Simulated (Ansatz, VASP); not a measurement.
**Ta in VASP and in Ansatz**

Contents of INCAR:

```
SYSTEM = Ta
  ALGO = Fast
  EDIFF = 1E-7
  ENCUT = 520
  GGA = PE
  ISIF = 2
  ISMEAR = 0
  LASPH = .TRUE.
  LCHARG = .TRUE.
  LELF = .TRUE.
  LREAL = .FALSE.
  LVHAR = .TRUE.
  LWAVE = .FALSE.
  NBANDS = 12
  NELM = 100
  PREC = Accurate
  SIGMA = 0.15
```

File KPOINTS:

```
k-points
0
G
  18 18 18
  0 0 0
```

File POSCAR:

```
Ta
1.0
   -1.7963909633      1.6594835689      1.8461754704
    1.7963909633     -1.6594835689      1.8461754704
    1.7963909633      1.6594835689     -1.8461754704
Ta
1
Direct
    0.0000000000      0.0000000000      0.0000000000
```

Input for Ansatz:

```yaml
crystal:
  lattice:
    - [-1.7963909633, 1.6594835689, 1.8461754704]
    - [1.7963909633, -1.6594835689, 1.8461754704]
    - [1.7963909633, 1.6594835689, -1.8461754704]
  atoms:
    - { symbol: Ta, position: [0.0, 0.0, 0.0] }
basis:
  ecutwfc: 420
kpoints:
  mp_grid: { grid: [18, 18, 18] }
hamiltonian:
  xc: pbe
  pseudopotentials: { kind: paw, azcp: { folder: soft_1 } }
scf:
  occupations: { method: gaussian, width: 0.15 }
output:
  forces: true
  stress: true
  eigenvalues: true
```

Change from the starting cell: normal strain along x +0.0825, normal strain along z +0.1125.

Alike in both runs: task single point; functional PBE; k mesh 18 × 18 × 18; occupations gaussian, width 0.15 eV; no spin polarisation.

```csv
,VASP,Ansatz
version,VASP 6.6.1,Ansatz 0.2.0
potentials or method,"VASP PAW PBE potentials, release 64 (Ta_pv), cutoff 520 eV","scalar-relativistic, plane waves, PAW"
valence electrons in the cell,11,13
```

```csv
,VASP,Ansatz,Ansatz less VASP
gap on the k mesh at the Fermi level (eV),none,none,-
pressure (GPa),-24.8,-24.7,+0.08
"traceless stress, the component that is largest in VASP (GPa)",1.90,1.91,+0.010
```

A gap of «none» marks a metal or a gap that the smearing closes. With one functional, cell and mesh, what is left measures potentials, basis and numerics. VASP's potentials hold 11 valence electrons a cell and Ansatz's 13, so a difference there can come from the potentials and not from the codes.

Neither program's run includes spin-orbit coupling.
